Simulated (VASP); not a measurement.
# Na2AgAsF6 (I4mm) in VASP: single point with PBE+D3(BJ)

Aim: the single point of Na2AgAsF6 with PBE+D3(BJ).

All numbers are computed with VASP 6.6.1; they aren't measurements. Logs are shortened: lines on timing, memory, paths and dates and some standing lists are left out, and cuts for length are marked.

**1. The cell of the first run**

It takes space group I4mm (No. 107, tetragonal). Conventional cell: a = 6.209 Å, b = 6.209 Å, c = 8.936 Å, α = 90.00°, β = 90.00°, γ = 90.00°. Within 3.5 Å of Na (site symmetry 2mm) lie 8 F at 2.41 to 3.28 Å and 2 As at 3.36 Å and 2 Ag at 3.42 Å. Ag (site symmetry 4mm) has 6 F at 2.34 to 2.49 Å within 3.1 Å. Within 2.6 Å of As (site symmetry 4mm) lie 6 F at 1.97 to 2.14 Å. Within 2.7 Å of F (site symmetry m) lie 1 As at 2.06 Å and 1 Ag at 2.40 Å and 2 Na at 2.41 Å and 1 F at 2.64 Å. Within 2.8 Å of F (site symmetry 4mm) lie 1 As at 2.14 Å and 1 Ag at 2.49 Å. F (site symmetry 4mm) has 1 As at 1.97 Å and 1 Ag at 2.34 Å and 4 F at 2.64 Å within 2.7 Å.

**2. Single point, PBE+D3(BJ) (atoms displaced along a vibrational mode, then relaxed in part)**

Input file INCAR:

```
PREC = Accurate
ENCUT = 520
EDIFF = 1E-6
ISMEAR = 0
SIGMA = 0.05
LREAL = F
LASPH = T
NELM = 100
ALGO = Normal
ISIF = 2
LWAVE = F
LCHARG = F
GGA = PE
IVDW = 12
NBANDS = 47
```

Input file KPOINTS:

```
Automatic mesh
0
Gamma
  6 6 6
```

Input file POSCAR:

```
Na2AgAsF6
1.0
    0.0000000000      4.3901617177      4.4678003495
    4.3901617177      0.0000000000      4.4678003495
    4.3901617177      4.3901617177      0.0000000000
Na Ag As F
2 1 1 6
Direct
    0.8439187241      0.8439187241      0.6560812759
    0.3439187241      0.3439187241      0.1560812759
    0.5053585877      0.5053585877      0.4946414123
   -0.0127804709     -0.0127804709      0.0127804709
    0.7225104442      0.1860176100      0.2774895558
    0.2270007059      0.2270007059      0.7729992941
    0.1860176100      0.7225104442      0.8139823900
    0.1860176100      0.7225104442      0.2774895558
    0.7225104442      0.1860176100      0.8139823900
    0.7666763341      0.7666763341      0.2333236659
```

Potentials or basis: VASP PAW PBE potentials, release 64 (Na_pv, Ag, As, F).

Launch:

```sh
$ cat potpaw_PBE.64/Na_pv/POTCAR potpaw_PBE.64/Ag/POTCAR potpaw_PBE.64/As/POTCAR potpaw_PBE.64/F/POTCAR > POTCAR
$ mpirun -np 1 vasp_std > vasp.out
```

OUTCAR:

```text
PREC = Accurate
   ENCUT = 520
   EDIFF = 1E-6
   ISMEAR = 0
   LREAL = F
   LASPH = T
   NELM = 100
   ISIF = 2
   GGA = PE
   IVDW = 12
 IVDW          = 12

 ion  position               nearest neighbor table
   1  0.844  0.844  0.656-
   2  0.344  0.344  0.156-
   3  0.505  0.505  0.495-  10 2.34   7 2.40   8 2.40   9 2.40   5 2.40   6 2.49
   4  0.987  0.987  0.013-  10 1.97   7 2.06   8 2.06   9 2.06   5 2.06   6 2.14
   5  0.723  0.186  0.277-   4 2.06   3 2.40
   6  0.227  0.227  0.773-   4 2.14   3 2.49
   7  0.186  0.723  0.814-   4 2.06   3 2.40
   8  0.186  0.723  0.277-   4 2.06   3 2.40
   9  0.723  0.186  0.814-   4 2.06   3 2.40
  10  0.767  0.767  0.233-   4 1.97   3 2.34

  LATTYP: Found a body centered tetragonal cell.
 ALAT       =     6.2086262422
 C/A-ratio  =     1.4392234853

  Lattice vectors:

 A1 = (  -4.3901617177,   0.0000000000,   4.4678003495)
 A2 = (   4.3901617177,   0.0000000000,   4.4678003495)
 A3 = (   0.0000000000,   4.3901617177,  -4.4678003495)

Analysis of symmetry for initial positions (statically):
=====================================================================
 Subroutine PRICEL returns:
 Original cell was already a primitive cell.

 Routine SETGRP: Setting up the symmetry group for a
 body centered tetragonal supercell.

 Subroutine GETGRP returns: Found  8 space group operations
 (whereof  8 operations were pure point group operations)
 out of a pool of 16 trial point group operations.

The static configuration has the point symmetry C_4v.

Analysis of symmetry for dynamics (positions and initial velocities):
=====================================================================
 Subroutine PRICEL returns:
 Original cell was already a primitive cell.

 Routine SETGRP: Setting up the symmetry group for a
 body centered tetragonal supercell.

 Subroutine GETGRP returns: Found  8 space group operations
 (whereof  8 operations were pure point group operations)
 out of a pool of 16 trial point group operations.

The dynamic configuration has the point symmetry C_4v.

 Subroutine INISYM returns: Found  8 space group operations
 (whereof  8 operations are pure point group operations),
 and found     1 'primitive' translations

----------------------------------------------------------------------------------------

[... 116 lines left out ...]
   POTIM  = 0.5000    time-step for ionic-motion
   TEBEG  =    0.0;   TEEND  =   0.0 temperature during run
   PSTRESS=    0.0 pullay stress
   NELECT =      72.0000    total number of electrons
   NUPDOWN=      -1.0000    fix difference up-down
   EMIN   =  10.00;   EMAX   =-10.00  energy-range for DOS
   EFERMI =   0.00;   METHOD = LEGACY
   ISMEAR =     0;   SIGMA  =   0.05  broadening in eV -4-tet -1-fermi 0-gaus
   EFERMI_NEDOS =   21; number of points for ismear=-14 and -15
   IALGO  =     38    algorithm
   IMIX   =      4    mixing-type and parameters
     AMIX     =   0.40;   BMIX     =  1.00
     AMIX_MAG =   1.60;   BMIX_MAG =  1.00
  volume/ion in A,a.u.               =      17.22       116.22
  Fermi-wavevector in a.u.,A,eV,Ry     =   1.224120  2.313252 20.387926  1.498470
  Thomas-Fermi vector in A             =   2.359206
   LORBIT       =      0    0 simple, 1 ext, 2 COOP (PROOUT), +10 PAW based schemes
   GGA     = PE    functional components
   LHFCALC =     F    Hartree Fock is set to
   AEXX    =    0.0000 exact exchange contribution
   IVDW    =    12    specifies the selected vdW correction
   LEPSILON=     F    determine dielectric tensor
   LRPA    =     F    only Hartree local field effects (RPA)
 non-spin polarized calculation
 Gauss-broadening in eV      SIGMA  =   0.05
  energy-cutoff  :      520.00
  volume of cell :      172.22
 maximum number of plane-waves:      4660
 NGX is ok and might be reduce to    48
   NGX = 23   NGY = 23   NGZ = 23

 number of electron      72.0000004 magnetization

 Free energy of the ion-electron system (eV)
  ---------------------------------------------------
  ext. energy  EPLUGINS =         0.00000000
  ---------------------------------------------------
  free energy    TOTEN  =       -41.17698931 eV

  energy without entropy =      -41.17698931  energy(sigma->0) =      -41.17698931

 E-fermi :   0.9175     XC(G=0):  -8.0988

 val. band max:        0.7174209186   @ k =   0.5000   0.5000   0.0000
 cond. band min:       3.0684177152   @ k =   0.5000   0.0000   0.0000
 fundamental gap:      2.3509967966
 Fermi energy:         0.9174906423

 k-point     1 :       0.0000    0.0000    0.0000
  band No.  band energies     occupation
      1     -22.9361      2.00000
      2     -22.7776      2.00000
      3     -22.7776      2.00000
      4     -22.6208      2.00000
      5     -22.5624      2.00000
      6     -22.5545      2.00000
[... 1189 lines left out ...]
     46      10.3500      0.00000
     47      10.6068      0.00000

 [... further k-points ...]

------------------------ aborting loop because EDIFF is reached ----------------------------------------

 Edisp (eV)   -1.19551

 E8    (eV) :    -0.4694

  FORCE on cell =-STRESS in cart. coord.  units (eV):
  Direction    XX          YY          ZZ          XY          YZ          ZX
  --------------------------------------------------------------------------------------
  -------------------------------------------------------------------------------------
  Total      -0.20966    -0.20966    -0.17114     0.00000     0.00000    -0.00000
  in kB      -1.95051    -1.95051    -1.59213     0.00000     0.00000    -0.00000
  external pressure =       -1.83 kB  Pullay stress =        0.00 kB

 VOLUME and BASIS-vectors are now :
 -----------------------------------------------------------------------------
  energy-cutoff  :      520.00
  volume of cell :      172.22
      direct lattice vectors                 reciprocal lattice vectors
     0.000000000  4.390161718  4.467800350    -0.113891021  0.113891021  0.111911894
     4.390161718  0.000000000  4.467800350     0.113891021 -0.113891021  0.111911894
     4.390161718  4.390161718  0.000000000     0.113891021  0.113891021 -0.111911894

 POSITION                                       TOTAL-FORCE (eV/Angst)
 -----------------------------------------------------------------------------------
      6.58524      6.58524      7.54092        -0.000000     -0.000000     -0.004190
      2.19508      2.19508      3.07312        -0.000000     -0.000000     -0.004190
      4.39016      4.39016      4.51568        -0.000000     -0.000000     -0.000212
      4.39016      4.39016      8.82140        -0.000000     -0.000000      0.057890
      2.03487      4.39016      4.05912         0.019933     -0.000000      0.002150
      4.39016      4.39016      2.02839        -0.000000     -0.000000     -0.001816
      6.74545      4.39016      4.05912        -0.019933     -0.000000      0.002150
      4.39016      2.03487      4.05912        -0.000000      0.019933      0.002150
      4.39016      6.74545      4.05912        -0.000000     -0.019933      0.002150
      4.39016      4.39016      6.85071        -0.000000     -0.000000     -0.056081
 -----------------------------------------------------------------------------------
    total drift:                               -0.000027     -0.000027     -0.000521

  FREE ENERGIE OF THE ION-ELECTRON SYSTEM (eV)
  ---------------------------------------------------
  free  energy   TOTEN  =       -42.3724973804 eV

  energy  without entropy=      -42.3724973804  energy(sigma->0) =      -42.37249738
```

OSZICAR:

```text
N       E                     dE             d eps       ncg     rms          rms(c)
DAV:   1     0.750651903753E+03    0.75065E+03   -0.36920E+04  2820   0.158E+03
DAV:   2     0.455758455571E+02   -0.70508E+03   -0.66968E+03  3059   0.425E+02
DAV:   3    -0.435019964477E+02   -0.89078E+02   -0.87891E+02  3231   0.161E+02
DAV:   4    -0.464097735556E+02   -0.29078E+01   -0.28859E+01  3379   0.315E+01
DAV:   5    -0.464721627253E+02   -0.62389E-01   -0.62373E-01  3090   0.485E+00    0.142E+01
DAV:   6    -0.412578881400E+02    0.52143E+01   -0.18579E+01  3133   0.236E+01    0.672E+00
DAV:   7    -0.412035679875E+02    0.54320E-01   -0.10821E+00  2988   0.565E+00    0.427E+00
DAV:   8    -0.411726819316E+02    0.30886E-01   -0.23434E-01  3200   0.454E+00    0.621E-01
DAV:   9    -0.411720911563E+02    0.59078E-03   -0.30253E-02  3946   0.141E+00    0.265E-01
DAV:  10    -0.411764434023E+02   -0.43522E-02   -0.91677E-03  3377   0.627E-01    0.107E-01
DAV:  11    -0.411767518399E+02   -0.30844E-03   -0.90254E-04  3262   0.203E-01    0.573E-02
DAV:  12    -0.411769547496E+02   -0.20291E-03   -0.16578E-04  3226   0.107E-01    0.213E-02
DAV:  13    -0.411769865018E+02   -0.31752E-04   -0.35925E-05  3309   0.561E-02    0.769E-03
DAV:  14    -0.411769886480E+02   -0.21462E-05   -0.59082E-06  3193   0.170E-02    0.400E-03
DAV:  15    -0.411769893129E+02   -0.66493E-06   -0.13151E-06  2078   0.825E-03
   1 F= -.42372497E+02 E0= -.42372497E+02  d E =-.145345E-10
```

Run time: 7.7 min. Hardware: 1 thread of Intel Xeon 8259CL, shared host; peak memory 0.46 GiB.

What came out:

```yaml
Free_energy: -42.3725 eV
Pressure: -0.2 GPa
Largest_force: 0.058 eV/Å
Band_gap_on_the_k_mesh: 2.35 eV (least direct gap 3.08 eV)
Dispersion_energy_per_atom: -0.120 eV
```

Forces on the atoms (eV/Å):
```
Na   0.000  0.000 -0.004
Na   0.000  0.000 -0.004
Ag   0.000  0.000  0.000
As   0.000  0.000  0.058
F    0.020  0.000  0.002
F    0.000  0.000 -0.002
F   -0.020  0.000  0.002
F    0.000  0.020  0.002
F    0.000 -0.020  0.002
F    0.000  0.000 -0.056
```

Levels at points of the mesh, in eV from the valence-band top:
| k point | band 33 | band 34 | band 35 | band 36 | band 37 | band 38 | band 39 | band 40 |
| --- | --- | --- | --- | --- | --- | --- | --- | --- |
| (0.00, 0.00, 0.00) | -1.62 | -1.62 | -0.91 | -0.80 | 2.76 | 3.87 | 3.87 | 4.33 |
| (0.50, 0.00, 0.00) | -1.58 | -1.17 | -1.10 | -0.97 | 2.35 | 4.41 | 4.49 | 4.72 |
| (0.50, 0.50, 0.00) | -1.59 | -1.59 | -0.90 | 0.00 | 3.76 | 3.94 | 3.99 | 3.99 |
| (0.50, 0.00, 0.50) | -1.61 | -1.58 | -0.85 | -0.10 | 3.67 | 3.88 | 3.93 | 4.54 |

Caveat: the cell differs from its parent crystal (atoms displaced along a vibrational mode, then relaxed in part).
